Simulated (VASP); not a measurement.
# PbF2 (Fm-3m) in VASP: notebook

PbF2 is run at these levels: PBE; tasks: single point.

Program: VASP 6.6.1. These are calculated values, not measurements. Logs are shortened: lines on timing, memory, paths and dates and some standing lists are left out, and cuts for length are marked.

## Step 1: The cell of the first run

It takes space group Fm-3m (No. 225, cubic). Conventional cell: a = 5.916 Å, b = 5.916 Å, c = 5.916 Å, α = 90.00°, β = 90.00°, γ = 90.00°. Within 3.4 Å of Pb (site symmetry m-3m) lie 8 F at 2.56 Å. F (site symmetry -43m) has 4 Pb at 2.56 Å and 6 F at 2.96 Å within 3.4 Å.

## Step 2: Single point, PBE

Input file INCAR:

```
PREC = Accurate ; ENCUT = 600
EDIFF = 1E-6 ; ISMEAR = 1
SIGMA = 0.1 ; LREAL = F
LASPH = T ; NELM = 120
ALGO = Normal ; ISIF = 2
LWAVE = F ; LCHARG = T
GGA = PE ; LELF = T
LVHAR = T ; NBANDS = 21
GGA_COMPAT = F
```

Input file KPOINTS:

```
regular mesh
0
Gamma
  4 4 4
```

Input file POSCAR:

```
PbF2
1.0
    0.0000000000      2.9579484323      2.9579484323
    2.9579484323      0.0000000000      2.9579484323
    2.9579484323      2.9579484323      0.0000000000
Pb F
1 2
Direct
    0.0000000000      0.0000000000      0.0000000000
    0.7500000000      0.7500000000      0.7500000000
    0.2500000000      0.2500000000      0.2500000000
```

Potentials or basis: VASP PAW PBE potentials, release 64 (Pb_d, F).

On the command line:

```
$ cat potpaw_PBE.64/Pb_d/POTCAR potpaw_PBE.64/F/POTCAR > POTCAR
$ mpirun -np 1 vasp_std > vasp.out
```

OUTCAR:

```text
PREC = Accurate
   ENCUT = 600
   EDIFF = 1E-6
   ISMEAR = 1
   LREAL = F
   LASPH = T
   NELM = 120
   ISIF = 2
   GGA = PE

 ion  position               nearest neighbor table
   1  0.000  0.000  0.000-   2 2.56   3 2.56   2 2.56   2 2.56   3 2.56   2 2.56   3 2.56   3 2.56

   2  0.750  0.750  0.750-   1 2.56   1 2.56   1 2.56   1 2.56
   3  0.250  0.250  0.250-   1 2.56   1 2.56   1 2.56   1 2.56

  LATTYP: Found a face centered cubic cell.
 ALAT       =     5.9158968646

  Lattice vectors:

 A1 = (   0.0000000000,   2.9579484323,   2.9579484323)
 A2 = (   2.9579484323,   0.0000000000,   2.9579484323)
 A3 = (   2.9579484323,   2.9579484323,   0.0000000000)

Analysis of symmetry for initial positions (statically):
=====================================================================
 Subroutine PRICEL returns:
 Original cell was already a primitive cell.

 Routine SETGRP: Setting up the symmetry group for a
 face centered cubic supercell.

 Subroutine GETGRP returns: Found 48 space group operations
 (whereof 48 operations were pure point group operations)
 out of a pool of 48 trial point group operations.

The static configuration has the point symmetry O_h .

Analysis of symmetry for dynamics (positions and initial velocities):
=====================================================================
 Subroutine PRICEL returns:
 Original cell was already a primitive cell.

 Routine SETGRP: Setting up the symmetry group for a
 face centered cubic supercell.

 Subroutine GETGRP returns: Found 48 space group operations
 (whereof 48 operations were pure point group operations)
 out of a pool of 48 trial point group operations.

The dynamic configuration has the point symmetry O_h .

 Subroutine INISYM returns: Found 48 space group operations
 (whereof 48 operations are pure point group operations),
 and found     1 'primitive' translations

----------------------------------------------------------------------------------------

                                     Primitive cell

  volume of cell :      51.7609

  direct lattice vectors                    reciprocal lattice vectors
     0.000000000  2.957948432  2.957948432    -0.169036077  0.169036077  0.169036077
     2.957948432  0.000000000  2.957948432     0.169036077 -0.169036077  0.169036077
     2.957948432  2.957948432  0.000000000     0.169036077  0.169036077 -0.169036077

  length of vectors
     4.183170790  4.183170790  4.183170790     0.292779074  0.292779074  0.292779074

  position of ions in fractional coordinates (direct lattice)
     0.000000000  0.000000000  0.000000000
     0.750000000  0.750000000  0.750000000
     0.250000000  0.250000000  0.250000000

  ion indices of the primitive-cell ions
   primitive index   ion index
                 1           1
                 2           2
                 3           3

----------------------------------------------------------------------------------------

 KPOINTS: regular mesh

Automatic generation of k-mesh.
 Grid dimensions read from file:
 generate k-points for:    4    4    4

 Generating k-lattice:

  Cartesian coordinates                     Fractional coordinates (reciprocal lattice)
    -0.042259019  0.042259019  0.042259019     0.250000000  0.000000000  0.000000000
     0.042259019 -0.042259019  0.042259019     0.000000000  0.250000000  0.000000000
     0.042259019  0.042259019 -0.042259019     0.000000000  0.000000000  0.250000000

  Length of vectors
     0.073194769  0.073194769  0.073194769

  Shift w.r.t. Gamma in fractional coordinates (k-lattice)
     0.000000000  0.000000000  0.000000000

 Subroutine IBZKPT returns following result:
 ===========================================

 Found      8 irreducible k-points:

 Following reciprocal coordinates:
            Coordinates               Weight
  0.000000  0.000000  0.000000      1.000000
  0.250000  0.000000  0.000000      8.000000
  0.500000  0.000000  0.000000      4.000000
  0.250000  0.250000  0.000000      6.000000
  0.500000  0.250000  0.000000     24.000000
 -0.250000  0.250000  0.000000     12.000000
  0.500000  0.500000  0.000000      3.000000
 -0.250000  0.500000  0.250000      6.000000
   k-points           NKPTS =      8   k-points in BZ     NKDIM =      8   number of bands    NBANDS=     21
   number of dos      NEDOS =    301   number of ions     NIONS =      3
   total plane-waves  NPLWV =  46656
   dimension x,y,z NGX =    36 NGY =   36 NGZ =   36
   dimension x,y,z NGXF=    72 NGYF=   72 NGZF=   72
   ions per type =               1   2
   NGX,Y,Z   is equivalent  to a cutoff of  14.31, 14.31, 14.31 a.u.
   NGXF,Y,Z  is equivalent  to a cutoff of  28.61, 28.61, 28.61 a.u.
 SYSTEM =  unknown system
   PREC   = accura    normal or accurate (medium, high low for compatibility)
   ISTART =      0    job   : 0-new  1-cont  2-samecut
   ICHARG =      2    charge: 1-file 2-atom 10-const
   ISPIN  =      1    spin polarized calculation?
   LNONCOLLINEAR =      F non collinear calculations
   LSORBIT =      F    spin-orbit coupling
   LASPH  =      T    aspherical Exc in radial PAW
   ENCUT  =  600.0 eV  44.10 Ry    6.64 a.u.   8.35  8.35  8.35*2*pi/ulx,y,z
   NELM   =    120;   NELMIN=  2; NELMDL= -5     # of ELM steps
   EDIFF  = 0.1E-05   stopping-criterion for ELM
   LREAL  =      F    real-space projection
   EDIFFG = 0.1E-04   stopping-criterion for IOM
   NSW    =      0    number of steps for IOM
   IBRION =     -1    ionic relax: 0-MD 1-quasi-New 2-CG
   NFREE  =      0    steps in history (QN), initial steepest desc. (CG)
   ISIF   =      2    stress and relaxation
   ISYM   =      2    0-nonsym 1-usesym 2-fastsym
   POTIM  = 0.5000    time-step for ionic-motion
   TEBEG  =    0.0;   TEEND  =   0.0 temperature during run
   PSTRESS=    0.0 pullay stress
   NELECT =      28.0000    total number of electrons
   NUPDOWN=      -1.0000    fix difference up-down
   EMIN   =  10.00;   EMAX   =-10.00  energy-range for DOS
   EFERMI =   0.00;   METHOD = LEGACY
   ISMEAR =     1;   SIGMA  =   0.10  broadening in eV -4-tet -1-fermi 0-gaus
   EFERMI_NEDOS =   21; number of points for ismear=-14 and -15
   IALGO  =     38    algorithm
   IMIX   =      4    mixing-type and parameters
     AMIX     =   0.40;   BMIX     =  1.00
     AMIX_MAG =   1.60;   BMIX_MAG =  1.00
  volume/ion in A,a.u.               =      17.25       116.43
  Fermi-wavevector in a.u.,A,eV,Ry     =   1.333911  2.520727 24.209105  1.779319
  Thomas-Fermi vector in A             =   2.462733
   LORBIT       =      0    0 simple, 1 ext, 2 COOP (PROOUT), +10 PAW based schemes
   GGA     = PE    functional components
   LHFCALC =     F    Hartree Fock is set to
   AEXX    =    0.0000 exact exchange contribution
   IVDW    =     0    specifies the selected vdW correction
   LEPSILON=     F    determine dielectric tensor
   LRPA    =     F    only Hartree local field effects (RPA)
 non-spin polarized calculation
 Methfessel and Paxton  Order N= 1 SIGMA  =   0.10
  energy-cutoff  :      600.00
  volume of cell :       51.76
 maximum number of plane-waves:      1759
 NGX is ok and might be reduce to    36
   NGX = 17   NGY = 17   NGZ = 17

 number of electron      28.0000009 magnetization

 Free energy of the ion-electron system (eV)
  ---------------------------------------------------
  ext. energy  EPLUGINS =         0.00000000
  ---------------------------------------------------
  free energy    TOTEN  =       -14.33076129 eV

  energy without entropy =      -14.33314760  energy(sigma->0) =      -14.33155673

 E-fermi :   2.0227     XC(G=0):  -9.4351

 val. band max:        1.9601383825   @ k =  -0.2500   0.5000   0.2500
 cond. band min:       6.3754363140   @ k =   0.5000   0.5000   0.0000
 fundamental gap:      4.4152979316
 Fermi energy:         2.0227431298

 k-point     1 :       0.0000    0.0000    0.0000
  band No.  band energies     occupation
      1     -19.1847      2.00000
      2     -18.5552      2.00000
      3     -12.4856      2.00000
      4     -12.4856      2.00000
      5     -12.4856      2.00000
      6     -12.4265      2.00000
[... 13 lines left out ...]
     20      17.1224      0.00000
     21      19.5037      0.00000

 k-point     2 :       0.2500    0.0000    0.0000
  band No.  band energies     occupation
      1     -19.0742      2.00000
      2     -18.6548      2.00000
      3     -12.4692      2.00000
      4     -12.4692      2.00000
      5     -12.4206      2.00000
      6     -12.4206      2.00000
[... 13 lines left out ...]
     20      16.1282      0.00000
     21      17.6676      0.00000

 k-point     3 :       0.5000    0.0000    0.0000
  band No.  band energies     occupation
      1     -18.8936      2.00000
      2     -18.8193      2.00000
      3     -12.4687      2.00000
      4     -12.4687      2.00000
      5     -12.3985      2.00000
      6     -12.3985      2.00000
[... 13 lines left out ...]
     20      15.7179      0.00000
     21      16.2425      0.00000

 k-point     4 :       0.2500    0.2500    0.0000
  band No.  band energies     occupation
      1     -19.0461      2.00000
      2     -18.6766      2.00000
      3     -12.4439      2.00000
      4     -12.4413      2.00000
      5     -12.4413      2.00000
      6     -12.4142      2.00000
[... 13 lines left out ...]
     20      17.6799      0.00000
     21      17.6837      0.00000

 k-point     5 :       0.5000    0.2500    0.0000
  band No.  band energies     occupation
      1     -18.9051      2.00000
      2     -18.7979      2.00000
      3     -12.4511      2.00000
      4     -12.4339      2.00000
      5     -12.3986      2.00000
      6     -12.3809      2.00000
[... 13 lines left out ...]
     20      17.6329      0.00000
     21      18.5045      0.00000

 k-point     6 :      -0.2500    0.2500    0.0000
  band No.  band energies     occupation
      1     -18.9480      2.00000
      2     -18.7630      2.00000
      3     -12.4452      2.00000
      4     -12.4377      2.00000
      5     -12.4296      2.00000
      6     -12.3706      2.00000
[... 13 lines left out ...]
     20      17.4131      0.00000
     21      19.0628      0.00000

 k-point     7 :       0.5000    0.5000    0.0000
  band No.  band energies     occupation
      1     -18.9011      2.00000
      2     -18.7923      2.00000
      3     -12.4638      2.00000
      4     -12.4018      2.00000
      5     -12.3954      2.00000
      6     -12.3954      2.00000
[... 13 lines left out ...]
     20      18.6510      0.00000
     21      19.2808      0.00000

 k-point     8 :      -0.2500    0.5000    0.2500
  band No.  band energies     occupation
      1     -18.8470      2.00000
      2     -18.8470      2.00000
      3     -12.4478      2.00000
      4     -12.4166      2.00000
      5     -12.3953      2.00000
      6     -12.3248      2.00000
[... 13 lines left out ...]
     20      18.1605      0.00000
     21      18.1605      0.00000

------------------------ aborting loop because EDIFF is reached ----------------------------------------

  FORCE on cell =-STRESS in cart. coord.  units (eV):
  Direction    XX          YY          ZZ          XY          YZ          ZX
  --------------------------------------------------------------------------------------
  -------------------------------------------------------------------------------------
  Total        0.9305192      0.9305192      0.9305192      0.0000000      0.0000000      0.0000000
  in kB       28.8027606     28.8027606     28.8027606      0.0000000      0.0000000      0.0000000
  external PRESSURE =      28.8027606 kB  Pullay stress =       0.0000000 kB

 VOLUME and BASIS-vectors are now :
 -----------------------------------------------------------------------------
  energy-cutoff  :      600.00
  volume of cell :       51.76
      direct lattice vectors                 reciprocal lattice vectors
     0.000000000  2.957948432  2.957948432    -0.169036077  0.169036077  0.169036077
     2.957948432  0.000000000  2.957948432     0.169036077 -0.169036077  0.169036077
     2.957948432  2.957948432  0.000000000     0.169036077  0.169036077 -0.169036077

 POSITION                                       TOTAL-FORCE (eV/Angst)
 -----------------------------------------------------------------------------------
      0.00000      0.00000      0.00000         0.000000      0.000000     -0.000000
      4.43692      4.43692      4.43692        -0.000000     -0.000000     -0.000000
      1.47897      1.47897      1.47897         0.000000      0.000000      0.000000
 -----------------------------------------------------------------------------------
    total drift:                                0.000000      0.000000      0.000000

  FREE ENERGIE OF THE ION-ELECTRON SYSTEM (eV)
  ---------------------------------------------------
  free  energy   TOTEN  =       -14.3307612897 eV

  energy  without entropy=      -14.3331476011  energy(sigma->0) =      -14.33155673
```

Wall time 16 s (1 thread of AMD EPYC 9R45 (Zen 5), shared host); peak memory 0.17 GiB.

What came out:

```
Free energy            : -14.3308 eV
Pressure               : 2.9 GPa
Band gap on the k mesh : 4.42 eV, indirect (least direct gap 4.56 eV)
```

Levels at points of the mesh, in eV from the valence-band top:
| k point | band 12 | band 13 | band 14 | band 15 | band 16 | band 17 |
| --- | --- | --- | --- | --- | --- | --- |
| (0.00, 0.00, 0.00) | -2.01 | -2.01 | -2.01 | 6.78 | 6.78 | 6.78 |
| (0.50, 0.00, 0.00) | -2.18 | -2.18 | -0.04 | 5.03 | 7.69 | 7.69 |
| (0.50, 0.50, 0.00) | -1.59 | -1.59 | -0.15 | 4.42 | 7.92 | 7.92 |

Caveat: the k points lie up to 0.46 Å⁻¹ apart; spin-orbit coupling is left out, which moves the levels of the heavy elements. Expect the measured gap to be larger: semilocal functionals such as PBE lack the derivative discontinuity.

## Step 3: Single point, PBE

Input file INCAR:

```
PREC = Accurate ; ENCUT = 600
EDIFF = 1E-6 ; ISMEAR = 1
SIGMA = 0.13605693122994 ; LREAL = False
LASPH = True ; NELM = 120
ALGO = Normal ; ISIF = 2
LWAVE = False ; LCHARG = False
GGA = PE ; NBANDS = 21
GGA_COMPAT = False
```

KPOINTS is that of step 2.

POSCAR is that of step 2.

Potentials or basis: VASP PAW PBE potentials, release 64 (Pb_d, F).

On the command line:

```
$ cat potpaw_PBE.64/Pb_d/POTCAR potpaw_PBE.64/F/POTCAR > POTCAR
$ mpirun -np 1 vasp_std > vasp.out
```

Run time: 16 s. Hardware: 1 thread of AMD EPYC 9R45 (Zen 5), shared host; peak memory 0.16 GiB.

Results (log left out):

- Free energy: -14.3296 eV
- Pressure: 2.9 GPa
- Band gap on the k mesh: 4.42 eV, indirect (least direct gap 4.56 eV)

Levels at points of the mesh, in eV from the valence-band top:
```tsv
k point	band 10	band 11	band 12	band 13	band 14	band 15	band 16	band 17	band 18	band 19
(0.00, 0.00, 0.00)	-2.51	-2.51	-2.01	-2.01	-2.01	6.78	6.78	6.78	10.66	15.16
(0.50, 0.00, 0.00)	-2.72	-2.72	-2.18	-2.18	-0.04	5.03	7.69	7.69	13.23	13.76
(0.50, 0.50, 0.00)	-3.60	-1.59	-1.59	-1.59	-0.15	4.42	7.92	7.92	8.95	14.22
```

Caveat: the k points lie up to 0.46 Å⁻¹ apart; spin-orbit coupling is left out, which moves the levels of the heavy elements. A k mesh can miss the band edges.

## Step 4: Single point, PBE

Input file INCAR:

```
ALGO     = Normal         # electronic algorithm
EDIFF    = 1E-6           # SCF threshold, eV
ENCUT    = 600            # plane-wave cutoff, eV
GGA      = PE             # functional
GGA_COMPAT= F            
ISIF     = 2              # what is computed and relaxed
ISMEAR   = -4             # smearing method
LASPH    = T              # aspherical terms in the spheres
LCHARG   = F              # write CHGCAR
LREAL    = F              # projectors in reciprocal space
LWAVE    = F              # write WAVECAR
NBANDS   = 21             # bands
NELM     = 120            # most SCF steps
PREC     = Accurate       # precision mode
SIGMA    = 0.1            # smearing width, eV
```

Input file KPOINTS:

```
k-points
0
Gamma
  4 4 4
```

POSCAR is that of step 3.

On the command line:

```
$ cat potpaw_PBE.64/Pb_d/POTCAR potpaw_PBE.64/F/POTCAR > POTCAR
$ mpirun -np 1 vasp_std > vasp.out
```

It took 14 s on 1 thread of AMD EPYC 9R45 (Zen 5), shared host; peak memory 0.17 GiB.

The run converged. Its results:

```yaml
Free_energy: -14.3318 eV
Pressure: 2.9 GPa
Band_gap_on_the_k_mesh: 4.42 eV, indirect (least direct gap 4.56 eV)
```

Levels at points of the mesh, in eV from the valence-band top:
```csv
k point,band 10,band 11,band 12,band 13,band 14,band 15,band 16,band 17,band 18,band 19
"(0.00, 0.00, 0.00)",-2.51,-2.51,-2.02,-2.02,-2.02,6.78,6.78,6.78,10.66,15.16
"(0.50, 0.00, 0.00)",-2.72,-2.72,-2.18,-2.18,-0.04,5.03,7.69,7.69,13.23,13.76
"(0.50, 0.50, 0.00)",-3.60,-1.59,-1.59,-1.59,-0.15,4.42,7.92,7.92,8.95,14.22
```

Caveat: the k points lie up to 0.46 Å⁻¹ apart; spin-orbit coupling is left out, which moves the levels of the heavy elements.

## Step 5: The runs side by side

```csv
smearing,gap on the mesh (eV),pressure (GPa)
methfessel-paxton 0.1 eV,4.42,2.9
methfessel-paxton 0.136057 eV,4.42,2.9
tetrahedron,4.42,2.9
```

Alike in all rows: task single point; level PBE; potentials or basis VASP PAW PBE potentials, release 64 (Pb_d, F); no spin polarisation; cell as given; k mesh 4 × 4 × 4; cutoff (eV) 600.

Caveats: all runs use coarse meshes; spin-orbit coupling is left out, which moves the levels of the heavy elements.

Absolute energies hang on the potentials; compare differences alone.
